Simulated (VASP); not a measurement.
## Al: relaxation of cell and atoms with PBE+D4

Al:

```
Al
1.0
     0.00000    2.02481    2.02481
     2.02481    0.00000    2.02481
     2.02481    2.02481    0.00000
Al
1
Direct
  0.00000 0.00000 0.00000
```

```yaml
Program: VASP 6.6.1
Task: relaxation of cell and atoms
Functional: PBE
Dispersion: D4
Potentials_or_basis: VASP PAW PBE potentials, release 64 (Al)
Cutoff: 600 eV
k_mesh: 14 × 14 × 14
Occupations: gaussian, width 0.1 eV
Spin: no spin polarisation
Target_pressure: 10 GPa
Dipole_correction: no
Further_INCAR_settings: ALGO = Normal; EDIFF = 1e-06; IBRION = 2; EDIFFG = -0.03; NSW = 80; ISIF = 3
```

```yaml
Relaxed_volume: 14.38 Å³/atom
Relaxed_cell: a = 2.730 Å, b = 2.730 Å, c = 2.730 Å, α = 60.00°, β = 60.00°, γ = 60.00°
Space_group_after_relaxing_to_0.05_Å: Fm-3m (No. 225)
Energy_change_on_relaxing_the_enthalpy_is_what_falls: +29.1 meV/atom
Ionic_steps: 3
Pressure_after_relaxing: 9.9 GPa
Dispersion_energy_per_atom: -0.392 eV
```

Step by step:
| step | energy change (eV) | largest force (eV/Å) | pressure (GPa) | volume (Å³) |
| --- | --- | --- | --- | --- |
| 1 | 0.0000 | 0.0000 | -3.93 | 16.60 |
| 2 | 0.1243 | 0.0000 | 20.98 | 13.37 |
| 3 | 0.0291 | 0.0000 | 9.92 | 14.38 |

Final structure:
```cif
data_structure
_symmetry_space_group_name_H-M 'P 1'
_symmetry_Int_Tables_number 1
_cell_length_a 2.7295
_cell_length_b 2.7295
_cell_length_c 2.7295
_cell_angle_alpha 60.000
_cell_angle_beta 60.000
_cell_angle_gamma 60.000
_cell_volume 14.38
loop_
_atom_site_label
_atom_site_type_symbol
_atom_site_fract_x
_atom_site_fract_y
_atom_site_fract_z
_atom_site_occupancy
Al1 Al 0.00000 0.00000 0.00000 1
```

Levels at points of the mesh, in eV from the Fermi level:
| k point | band 1 | band 2 | band 3 | band 4 | band 5 |
| --- | --- | --- | --- | --- | --- |
| (0.00, 0.00, 0.00) | -12.11 | 13.42 | 13.42 | 13.42 | 16.02 |
| (0.50, 0.00, 0.00) | -5.14 | -4.56 | 12.13 | 12.13 | 12.98 |
| (0.50, 0.50, 0.00) | -3.24 | -1.65 | 5.30 | 6.30 | 6.30 |

Run time: 9.6 s on 1 thread of AMD EPYC 9R45 (Zen 5), with other jobs on the host, peak memory 0.11 GiB.

Caveat: the cell is relaxed towards a set pressure, so the enthalpy falls and the energy may rise; pairwise dispersion overbinds metals, which lowers pressure and volume.
